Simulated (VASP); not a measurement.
# Ga (I4/mmm) in VASP: a series of runs

Ga is run at these levels: BLYP, PBE+D3(BJ), PBEsol+D3(BJ), r2SCAN, PBE; tasks: relaxation of cell and atoms, single point.

Everything below comes from runs of VASP 6.6.1. Logs are shortened: lines on timing, memory, paths and dates and some standing lists are left out, and cuts for length are marked.

**1. The cell of the first run**

It takes space group I4/mmm (No. 139, tetragonal). The conventional cell has a = 2.769 Å, b = 2.769 Å, c = 4.622 Å, α = 90.00°, β = 90.00°, γ = 90.00°. Ga (site symmetry 4/mmm) has 12 Ga at 2.77 to 3.03 Å within 3.6 Å.

**2. Relaxation of cell and atoms, BLYP**

The input, INCAR:

```
SYSTEM = Ga
AGGAC    = 1.0          
AGGAX    = 1.0          
ALDAC    = 0.0          
ALDAX    = 1.0          
ALGO     = Normal         ! electronic algorithm
EDIFF    = 1E-6           ! SCF threshold, eV
EDIFFG   = -0.01          ! ionic threshold
ENCUT    = 600            ! plane-wave cutoff, eV
GGA      = B5             ! functional
IBRION   = 2              ! ionic algorithm
ISIF     = 3              ! what is computed and relaxed
ISMEAR   = -1             ! smearing method
LASPH    = .True.         ! aspherical terms in the spheres
LCHARG   = .False.        ! write CHGCAR
LREAL    = .False.        ! projectors in reciprocal space
LWAVE    = .False.        ! write WAVECAR
NELM     = 80             ! most SCF steps
NSW      = 60             ! ionic steps
PREC     = Accurate       ! precision mode
SIGMA    = 0.05           ! smearing width, eV
```

The input, KPOINTS:

```
k-points
0
Gamma
  13 13 13
  0 0 0
```

The input, POSCAR:

```
Ga
1.0
   -1.3843987196      1.3843987196      2.3112238365
    1.3843987196     -1.3843987196      2.3112238365
    1.3843987196      1.3843987196     -2.3112238365
Ga
1
Direct
    0.0000000000      0.0000000000      0.0000000000
```

Potentials or basis: VASP PAW PBE potentials, release 64 (Ga_d).

On the command line:

```
$ cat potpaw_PBE.64/Ga_d/POTCAR > POTCAR
$ mpirun -np 1 vasp_std > vasp.out
```

OUTCAR:

```text
SYSTEM = Ga
   EDIFF = 1E-6
   EDIFFG = -0.01
   ENCUT = 600
   GGA = B5
   IBRION = 2
   ISIF = 3
   ISMEAR = -1
   LASPH = .True.
   LREAL = .False.
   NELM = 80
   NSW = 60
   PREC = Accurate

 ion  position               nearest neighbor table
   1  0.000  0.000  0.000-

  LATTYP: Found a body centered tetragonal cell.
 ALAT       =     2.7687974392
 C/A-ratio  =     1.6694784557

  Lattice vectors:

 A1 = (  -1.3843987196,   1.3843987196,   2.3112238365)
 A2 = (   1.3843987196,  -1.3843987196,   2.3112238365)
 A3 = (   1.3843987196,   1.3843987196,  -2.3112238365)

Analysis of symmetry for initial positions (statically):
=====================================================================
 Subroutine PRICEL returns:
 Original cell was already a primitive cell.

 Routine SETGRP: Setting up the symmetry group for a
 body centered tetragonal supercell.

 Subroutine GETGRP returns: Found 16 space group operations
 (whereof 16 operations were pure point group operations)
 out of a pool of 16 trial point group operations.

The static configuration has the point symmetry D_4h.

Analysis of symmetry for dynamics (positions and initial velocities):
=====================================================================
 Subroutine PRICEL returns:
 Original cell was already a primitive cell.

 Routine SETGRP: Setting up the symmetry group for a
 body centered tetragonal supercell.

 Subroutine GETGRP returns: Found 16 space group operations
 (whereof 16 operations were pure point group operations)
 out of a pool of 16 trial point group operations.

The dynamic configuration has the point symmetry D_4h.

 Subroutine INISYM returns: Found 16 space group operations
 (whereof 16 operations are pure point group operations),
 and found     1 'primitive' translations

----------------------------------------------------------------------------------------

                                     Primitive cell

  volume of cell :      17.7184

  direct lattice vectors                    reciprocal lattice vectors
    -1.384398720  1.384398720  2.311223836     0.000000000  0.361167627  0.216335602
     1.384398720 -1.384398720  2.311223836     0.361167627  0.000000000  0.216335602
     1.384398720  1.384398720 -2.311223836     0.361167627  0.361167627  0.000000000

  length of vectors
     3.029005654  3.029005654  3.029005654     0.421002550  0.421002550  0.510768156

  position of ions in fractional coordinates (direct lattice)
     0.000000000  0.000000000  0.000000000

  ion indices of the primitive-cell ions
   primitive index   ion index
                 1           1

----------------------------------------------------------------------------------------

 KPOINTS: k-points

Automatic generation of k-mesh.
 Grid dimensions read from file:
 generate k-points for:   13   13   13

 Generating k-lattice:

  Cartesian coordinates                     Fractional coordinates (reciprocal lattice)
     0.000000000  0.027782125  0.016641200     0.076923077  0.000000000  0.000000000
     0.027782125  0.000000000  0.016641200     0.000000000  0.076923077  0.000000000
     0.027782125  0.027782125  0.000000000     0.000000000  0.000000000  0.076923077

  Length of vectors
     0.032384812  0.032384812  0.039289858

  Shift w.r.t. Gamma in fractional coordinates (k-lattice)
     0.000000000  0.000000000  0.000000000

 Subroutine IBZKPT returns following result:
 ===========================================

 Found    196 irreducible k-points:

 Following reciprocal coordinates:
            Coordinates               Weight
  0.000000  0.000000  0.000000      1.000000
  0.076923 -0.000000  0.000000      8.000000
  0.153846 -0.000000  0.000000      8.000000
  0.230769  0.000000  0.000000      8.000000
  0.307692 -0.000000  0.000000      8.000000
  0.384615  0.000000 -0.000000      8.000000
[... 16 lines left out ...]
  0.384615  0.153846  0.000000     16.000000
  0.461538  0.153846 -0.000000     16.000000
 [... further k-points ...]
[... 38 lines left out ...]
   NGX = 13   NGY = 13   NGZ = 13

--------------------------------------- Ionic step        1  -------------------------------------------

 number of electron      12.9999997 magnetization

 Free energy of the ion-electron system (eV)
  ---------------------------------------------------
  ext. energy  EPLUGINS =         0.00000000
  ---------------------------------------------------
  free energy    TOTEN  =        -2.02072553 eV

  energy without entropy =       -2.01712307  energy(sigma->0) =       -2.01892430

------------------------ aborting loop because EDIFF is reached ----------------------------------------

  FORCE on cell =-STRESS in cart. coord.  units (eV):
  Direction    XX          YY          ZZ          XY          YZ          ZX
  --------------------------------------------------------------------------------------
  -------------------------------------------------------------------------------------
  Total        1.0383268      1.0383268      1.0611917      0.0000000      0.0000000      0.0000000
  in kB       93.8902037     93.8902037     95.9577523      0.0000000      0.0000000      0.0000000
  external PRESSURE =      94.5793866 kB  Pullay stress =       0.0000000 kB
[... 20 lines left out ...]
  energy  without entropy=       -2.0171230670  energy(sigma->0) =       -2.01892430

--------------------------------------- Ionic step        2  -------------------------------------------

 number of electron      12.9999995 magnetization

 E-fermi :   5.1682     XC(G=0): -10.0407

 val. band max:        5.1577582462   @ k =  -0.1538  -0.3846   0.0769
 cond. band min:       5.1874203141   @ k =  -0.4615   0.4615   0.2308
 fundamental gap:      0.0296620679
 Fermi energy:         5.1681503381

 k-point     1 :       0.0000    0.0000    0.0000
  band No.  band energies     occupation
      1      -9.8013      2.00000
      2      -9.6947      2.00000
      3      -9.6650      2.00000
      4      -9.6650      2.00000
      5      -9.5477      2.00000
      6      -5.1788      2.00000
      7      15.8621      0.00000
      8      16.3638      0.00000
      9      16.3638      0.00000
     10      20.3007      0.00000
[... 362 lines left out ...]
  FREE ENERGIE OF THE ION-ELECTRON SYSTEM (eV)
  ---------------------------------------------------
  free  energy   TOTEN  =        -2.1194354934 eV

  energy  without entropy=       -2.1153257688  energy(sigma->0) =       -2.11738063

[... ionic steps 4 to 15 ...]

--------------------------------------- Ionic step       16  -------------------------------------------

 number of electron      13.0000007 magnetization

------------------------ aborting loop because EDIFF is reached ----------------------------------------

  FORCE on cell =-STRESS in cart. coord.  units (eV):
  Direction    XX          YY          ZZ          XY          YZ          ZX
  --------------------------------------------------------------------------------------
  -------------------------------------------------------------------------------------
  Total       -0.0219841     -0.0219841     -0.0036503      0.0000000      0.0000000      0.0000000
  in kB       -1.6318364     -1.6318364     -0.2709567      0.0000000      0.0000000      0.0000000
  external PRESSURE =      -1.1782098 kB  Pullay stress =       0.0000000 kB
[... 55 lines left out ...]
  energy  without entropy=       -2.1184710473  energy(sigma->0) =       -2.12003820

--------------------------------------- Ionic step       18  -------------------------------------------

 number of electron      13.0000007 magnetization

 Free energy of the ion-electron system (eV)
  ---------------------------------------------------
  ext. energy  EPLUGINS =         0.00000000
  ---------------------------------------------------
  free energy    TOTEN  =        -2.12161108 eV

  energy without entropy =       -2.11848442  energy(sigma->0) =       -2.12004775

 E-fermi :   4.7591     XC(G=0):  -9.8022

 val. band max:        4.7083172701   @ k =  -0.4615   0.4615   0.2308
 cond. band min:       4.8074479984   @ k =  -0.4615   0.4615   0.2308
 fundamental gap:      0.0991307283
 Fermi energy:         4.7590529293

 k-point     1 :       0.0000    0.0000    0.0000
  band No.  band energies     occupation
      1     -10.1362      2.00000
      2     -10.0747      2.00000
      3     -10.0747      2.00000
      4     -10.0498      2.00000
      5      -9.9758      2.00000
      6      -5.2549      2.00000
      7      15.2809      0.00000
      8      15.3406      0.00000
      9      15.3406      0.00000
     10      19.5646      0.00000
[... 327 lines left out ...]
  FREE ENERGIE OF THE ION-ELECTRON SYSTEM (eV)
  ---------------------------------------------------
  free  energy   TOTEN  =        -2.1216110763 eV

  energy  without entropy=       -2.1184844242  energy(sigma->0) =       -2.12004775

 reached required accuracy - stopping structural energy minimisation
```

Run time: 4.2 min. Hardware: 1 thread of Intel Xeon 6975P-C, shared host; peak memory 0.19 GiB.

What came out:

* Free energy: -2.1216 eV
* Relaxed volume: 21.60 Å³/atom
* Relaxed cell: a = 3.182 Å, b = 3.182 Å, c = 3.182 Å, α = 123.15°, β = 123.15°, γ = 84.63°
* Space group after relaxing (to 0.05 Å): I4/mmm (No. 139)
* Energy gained by relaxing: 100.9 meV/atom
* Ionic steps: 18
* Pressure after relaxing: 0.0 GPa

The path:
```csv
step,energy change (eV),largest force (eV/Å),pressure (GPa),volume (Å³)
1,0.0000,0.0000,9.46,17.72
2,-0.0923,0.0000,2.05,20.54
3,-0.0987,0.0000,0.27,21.55
4,-0.0988,0.0000,-0.24,21.71
5,-0.0988,0.0000,0.27,21.60
6,-0.0988,0.0000,-0.09,21.67
7,-0.0988,0.0000,0.10,21.64
8,-0.0988,0.0000,0.04,21.65
9,-0.0989,0.0000,0.07,21.65
10,-0.0989,0.0000,-0.04,21.65
11,-0.0990,0.0000,-0.13,21.65
12,-0.0995,0.0000,-0.14,21.65
13,-0.1008,0.0000,-0.08,21.64
14,-0.1008,0.0000,0.08,21.64
15,-0.1009,0.0000,-0.17,21.64
16,-0.1009,0.0000,-0.12,21.58
17,-0.1009,0.0000,-0.07,21.59
18,-0.1009,0.0000,-0.03,21.60
```

Final structure:
```
Ga
1.0
    -1.51485    1.51485    2.35323
     1.51485   -1.51485    2.35323
     1.51485    1.51485   -2.35323
Ga
1
Direct
  0.00000 0.00000 0.00000
```

Caveat: the volume moved by over 15 % at a fixed basis, so the end points are rough; the PAW data sets were made with another functional, which shifts forces and pressure a little.

**3. Relaxation of cell and atoms, PBE+D3(BJ)**

The input, INCAR:

```
SYSTEM = Ga
PREC = Accurate ; ENCUT = 600
EDIFF = 1E-6 ; ISMEAR = -1
SIGMA = 0.05 ; LREAL = .FALSE.
LASPH = .TRUE. ; NELM = 60
ALGO = Fast ; ISIF = 3
LWAVE = .FALSE. ; LCHARG = .FALSE.
GGA = PE ; IVDW = 12
IBRION = 2 ; NSW = 60
EDIFFG = -0.01
```

The input, KPOINTS:

```
regular mesh
0
G
  13 13 13
  0 0 0
```

POSCAR is that of step 2.

Potentials or basis: VASP PAW PBE potentials, release 64 (Ga_d).

On the command line:

```
$ cat potpaw_PBE.64/Ga_d/POTCAR > POTCAR
$ mpirun -np 1 vasp_std > vasp.out
```

It took 92 s on 1 thread of Intel Xeon 6975P-C, shared host; peak memory 0.19 GiB.

The run converged. Its results:

* Free energy: -3.2006 eV
* Relaxed volume: 17.87 Å³/atom
* Relaxed cell: a = 3.029 Å, b = 3.029 Å, c = 3.029 Å, α = 125.23°, β = 125.23°, γ = 81.16°
* Space group after relaxing (to 0.05 Å): I4/mmm (No. 139)
* Energy gained by relaxing: 0.4 meV/atom
* Ionic steps: 10
* Pressure after relaxing: 0.0 GPa
* Dispersion energy per atom: -0.321 eV

Step by step:
```csv
step,energy change (eV),largest force (eV/Å),pressure (GPa),volume (Å³)
1,0.0000,0.0000,0.53,17.72
2,-0.0003,0.0000,0.29,17.87
3,-0.0001,0.0000,-0.49,18.03
4,-0.0003,0.0000,-0.25,17.94
5,-0.0003,0.0000,-0.07,17.91
6,-0.0003,0.0000,-0.19,17.91
7,-0.0003,0.0000,0.00,17.89
8,-0.0003,0.0000,-0.11,17.89
9,-0.0004,0.0000,-0.10,17.89
10,-0.0004,0.0000,-0.04,17.87
```

Final structure:
```
Ga
1.0
    -1.39341    1.39341    2.30061
     1.39341   -1.39341    2.30061
     1.39341    1.39341   -2.30061
Ga
1
Direct
  0.00000 0.00000 0.00000
```

Levels at points of the mesh, in eV from the Fermi level:
```tsv
k point	band 2	band 3	band 4	band 5	band 6	band 7	band 8	band 9	band 10
(0.00, 0.00, 0.00)	-14.87	-14.85	-14.85	-14.69	-11.41	12.74	12.95	12.95	16.35
```

Caveat: pairwise dispersion overbinds metals, which lowers pressure and volume.

**4. Relaxation of cell and atoms, PBEsol+D3(BJ)**

The input, INCAR:

```
  PREC = Accurate
  ENCUT = 600
  EDIFF = 1E-6
  ISMEAR = -1
  SIGMA = 0.05
  LREAL = False
  LASPH = True
  NELM = 100
  ALGO = Fast
  ISIF = 3
  LWAVE = False
  LCHARG = False
  GGA = PS
  IVDW = 12
  IBRION = 2
  NSW = 60
  EDIFFG = -0.01
```

The input, KPOINTS:

```
regular mesh
0
Gamma
  13 13 13
```

POSCAR is that of step 3.

On the command line:

```
$ cat potpaw_PBE.64/Ga_d/POTCAR > POTCAR
$ mpirun -np 1 vasp_std > vasp.out
```

It took 97 s on 1 thread of Intel Xeon 6975P-C, shared host; peak memory 0.19 GiB.

It converged, with:

| Item | Value |
| --- | --- |
| Free energy | -3.6670 eV |
| Relaxed volume | 16.77 Å³/atom |
| Relaxed cell | a = 2.954 Å, b = 2.954 Å, c = 2.954 Å, α = 124.63°, β = 124.63°, γ = 82.14° |
| Space group after relaxing (to 0.05 Å) | I4/mmm (No. 139) |
| Energy gained by relaxing | 10.3 meV/atom |
| Ionic steps | 9 |
| Pressure after relaxing | 0.0 GPa |
| Dispersion energy per atom | -0.338 eV |

Step by step:
```csv
step,energy change (eV),largest force (eV/Å),pressure (GPa),volume (Å³)
1,0.0000,0.0000,-3.18,17.72
2,-0.0094,0.0000,-0.01,16.83
3,-0.0094,0.0000,0.02,16.83
4,-0.0096,0.0000,0.06,16.82
5,-0.0100,0.0000,-0.05,16.80
6,-0.0099,0.0000,0.19,16.74
7,-0.0103,0.0000,-0.03,16.78
8,-0.0103,0.0000,-0.01,16.77
9,-0.0103,0.0000,-0.01,16.77
```

Final structure:
```
Ga
1.0
    -1.37221    1.37221    2.22673
     1.37221   -1.37221    2.22673
     1.37221    1.37221   -2.22673
Ga
1
Direct
  0.00000 0.00000 0.00000
```

Levels at points of the mesh, in eV from the Fermi level:
```
           k point  band 3  band 4  band 5  band 6  band 7  band 8  band 9  band 10
(0.00, 0.00, 0.00)  -14.88  -14.88  -14.69  -11.96   13.61   13.62   13.62    16.83
```

Caveat: the PAW data sets were made with another functional, which shifts forces and pressure a little; pairwise dispersion overbinds metals, which lowers pressure and volume.

**5. Single point, r2SCAN, non-collinear spin, zero start, spin-orbit coupling**

POSCAR is that of step 4.

The input, INCAR.step1:

```
  PREC = Accurate
  ENCUT = 520
  ISMEAR = -1
  SIGMA = 0.05
  LREAL = F
  LASPH = T
  NELM = 150
  LNONCOLLINEAR = T
  MAGMOM = 0 0 0
  LSORBIT = T
  GGA_COMPAT = F
  NBANDS = 24
  GGA = PE
  ALGO = Normal
  EDIFF = 1E-4
  LWAVE = T
  LCHARG = F
```

The input, INCAR.step2:

```
  PREC = Accurate
  ENCUT = 520
  EDIFF = 1E-6
  ISMEAR = -1
  SIGMA = 0.05
  LREAL = F
  LASPH = T
  NELM = 150
  ALGO = Normal
  ISIF = 2
  LWAVE = F
  LCHARG = F
  LNONCOLLINEAR = T
  MAGMOM = 0 0 0
  LORBIT = 11
  LSORBIT = T
  GGA_COMPAT = F
  LORBMOM = T
  METAGGA = R2SCAN
  LMIXTAU = T
  NBANDS = 24
  ISTART = 1
```

The input, KPOINTS:

```
Automatic mesh
0
Gamma
  10 10 10
```

On the command line:

```
$ cat potpaw_PBE.64/Ga_d/POTCAR > POTCAR
$ cp INCAR.step1 INCAR
$ mpirun -np 1 vasp_ncl > vasp.out
$ cp INCAR.step2 INCAR
$ mpirun -np 1 vasp_ncl > vasp.out
```

It took 5.4 min on 1 thread of Intel Xeon 6975P-C, shared host; peak memory 0.25 GiB.

It converged, with:

| Quantity | Value |
| --- | --- |
| Free energy | -11.3069 eV |
| Pressure | 0.7 GPa |
| Net moment | 0.00 μB per cell |
| Valence electrons inside the program's atomic spheres | Ga 11.54 |

Stress tensor (GPa, compression positive):
```
 1.84  0.00  0.00
 0.00  1.84  0.00
 0.00  0.00 -1.61
```

Moments on the atoms (μB; x, y, z):
```
Ga  0.00 0.00 0.00
```

Caveat: the PAW data sets were made with another functional, which shifts forces and pressure a little.

**6. Single point, PBE, non-collinear spin, zero start, spin-orbit coupling**

The input, INCAR:

```
PREC = Accurate ; ENCUT = 520
EDIFF = 1E-7 ; ISMEAR = -1
SIGMA = 0.05 ; LREAL = False
LASPH = True ; NELM = 150
ALGO = Normal ; ISIF = 2
LWAVE = False ; LCHARG = False
MAGMOM = 0 0 0 ; LORBIT = 11
LSORBIT = True ; GGA_COMPAT = False
LORBMOM = True ; GGA = PE
NBANDS = 24
```

The input, KPOINTS:

```
regular mesh
0
Gamma
  10 10 10
```

POSCAR is that of step 5.

Potentials or basis: VASP PAW PBE potentials, release 64 (Ga_d).

On the command line:

```
$ cat potpaw_PBE.64/Ga_d/POTCAR > POTCAR
$ mpirun -np 1 vasp_ncl > vasp.out
```

Run time: 52 s. Hardware: 1 thread of Intel Xeon Platinum 8488C (Sapphire Rapids), shared host; peak memory 0.23 GiB.

The run converged. Its results:

```
Free energy                                           : -2.8718 eV
Pressure                                              : 4.0 GPa
Net moment                                            : 0.00 μB per cell
Valence electrons inside the program's atomic spheres : Ga 11.56
```

Stress tensor (GPa, compression positive):
```
5.31 0.00 0.00
0.00 5.31 0.00
0.00 0.00 1.39
```

Moments on the atoms (μB; x, y, z):
```
Ga  0.00 0.00 0.00
```

**7. Overview**

| task | level | spin | cell | k mesh | cutoff (eV) | gap on the mesh (eV) | pressure (GPa) | moment (μB) | relaxed volume (Å³/atom) |
| --- | --- | --- | --- | --- | --- | --- | --- | --- | --- |
| relaxation of cell and atoms | BLYP | off | relaxed | 13 × 13 × 13 | 600 | none | 0.0 | - | 21.60 |
| relaxation of cell and atoms | PBE+D3(BJ) | off | relaxed | 13 × 13 × 13 | 600 | none | 0.0 | - | 17.87 |
| relaxation of cell and atoms | PBEsol+D3(BJ) | off | relaxed | 13 × 13 × 13 | 600 | none | 0.0 | - | 16.77 |
| single point | r2SCAN | non-collinear, zero start, SOC | as given | 10 × 10 × 10 | 520 | - | 0.7 | 0.00 | - |
| single point | PBE | non-collinear, zero start, SOC | as given | 10 × 10 × 10 | 520 | - | 4.0 | 0.00 | - |

Alike in all rows: potentials or basis VASP PAW PBE potentials, release 64 (Ga_d); smearing fermi-dirac 0.05 eV.

Caveats: the PAW data sets were made with another functional, which shifts forces and pressure a little (some runs); pairwise dispersion overbinds metals, which lowers pressure and volume (some runs); the volume moved by over 15 % at a fixed basis, so the end points are rough (some runs).

Absolute energies hang on the potentials; compare differences alone.
